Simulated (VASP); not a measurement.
Input of a VASP 6.6.1 run:

Contents of INCAR:

```
ALGO = Normal
EDIFF = 1E-7
EDIFFG = -0.03
ENCUT = 600
GGA = PS
IBRION = 2
ISIF = 3
ISMEAR = -1
LASPH = T
LCHARG = F
LREAL = F
LWAVE = F
NELM = 80
NSW = 80
PREC = Accurate
SIGMA = 0.1
```

The input KPOINTS:

```
k-points
0
Gamma
  10 10 10
```

Contents of POSCAR:

```
WC
1.0
    0.0000000000      2.1926840000      2.1926840000
    2.1926840000      0.0000000000      2.1926840000
    2.1926840000      2.1926840000      0.0000000000
W C
1 1
Direct
    0.0000000000      0.0000000000      0.0000000000
    0.5000000000      0.5000000000      0.5000000000
```

Potentials or basis: VASP PAW PBE potentials, release 64 (W_sv, C).

Command:

```bash
$ cat potpaw_PBE.64/W_sv/POTCAR potpaw_PBE.64/C/POTCAR > POTCAR
$ mpirun -np 1 vasp_std > vasp.out
```

Problem. Estimate the relaxed cell.

Solution. a = 3.076 Å, b = 3.076 Å, c = 3.076 Å, α = 60.00°, β = 60.00°, γ = 60.00°.

Problem. Estimate the relaxed volume.

Solution. 10.29 Å³/atom.

Problem. Predict the space group after relaxing (to 0.05 Å).

Solution. Fm-3m (No. 225).

Final structure:
```
CELL_PARAMETERS angstrom
0.00000 2.17494 2.17494
2.17494 0.00000 2.17494
2.17494 2.17494 0.00000
ATOMIC_POSITIONS crystal
W 0.00000 0.00000 0.00000
C 0.50000 0.50000 0.50000
```

Caveat: the PAW data sets were made with another functional, which shifts forces and pressure a little.
